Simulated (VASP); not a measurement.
Al3SiSe: single point with PBE

The system is Al3SiSe.

```
Al Si Se
1.0
     3.60198    0.00000    0.00000
    -1.80099    3.11941    0.00000
     0.00000    0.00000    9.03362
Al Si Se
3 1 1
Cartesian
  0.0000 0.0000 8.7260
  0.0000 0.0000 3.1891
  0.0000 2.0796 6.9860
  0.0000 2.0796 4.5610
  1.8010 1.0398 1.3355
```

```json
{
 "Program": "VASP 6.6.1",
 "Task": "single point",
 "Functional": "PBE",
 "Potentials or basis": "VASP PAW PBE potentials, release 64 (Al, Si, Se)",
 "Cutoff": "520 eV",
 "k mesh": "12 × 12 × 4",
 "Occupations": "gaussian, width 0.1 eV",
 "Spin": "no spin polarisation",
 "Dipole correction": "no",
 "Further INCAR settings": "ALGO = Normal; EDIFF = 1e-07; NBANDS = 18"
}
```

```yaml
Pressure: 0.0 GPa
Largest_force: 0.006 eV/Å
```

Forces in eV/Å, atoms in the order of the input:
```
Al   0.000  0.000 -0.006
Al   0.000  0.000  0.005
Al   0.000  0.000 -0.002
Si   0.000  0.000 -0.001
Se   0.000  0.000  0.004
```

Levels at points of the mesh, in eV from the Fermi level:
| k point | band 5 | band 6 | band 7 | band 8 | band 9 | band 10 | band 11 | band 12 | band 13 | band 14 |
| --- | --- | --- | --- | --- | --- | --- | --- | --- | --- | --- |
| (0.00, 0.00, 0.00) | -4.38 | -1.73 | -1.73 | 1.49 | 1.86 | 1.86 | 2.77 | 4.04 | 4.04 | 4.63 |
| (0.50, 0.00, 0.00) | -5.15 | -4.50 | -3.11 | -2.05 | -1.78 | 0.12 | 0.27 | 0.62 | 1.87 | 2.33 |
| (0.00, 0.00, 0.50) | -1.98 | -1.72 | -1.72 | -0.33 | 1.88 | 1.88 | 2.89 | 3.85 | 3.85 | 4.90 |
| (0.50, 0.00, 0.50) | -4.30 | -3.96 | -3.49 | -3.11 | -2.31 | 0.01 | 0.97 | 1.41 | 2.32 | 2.83 |

It took 89 s on 1 thread of Oxide Virtual Turin-like Processor (shared host), peak memory 0.27 GiB.
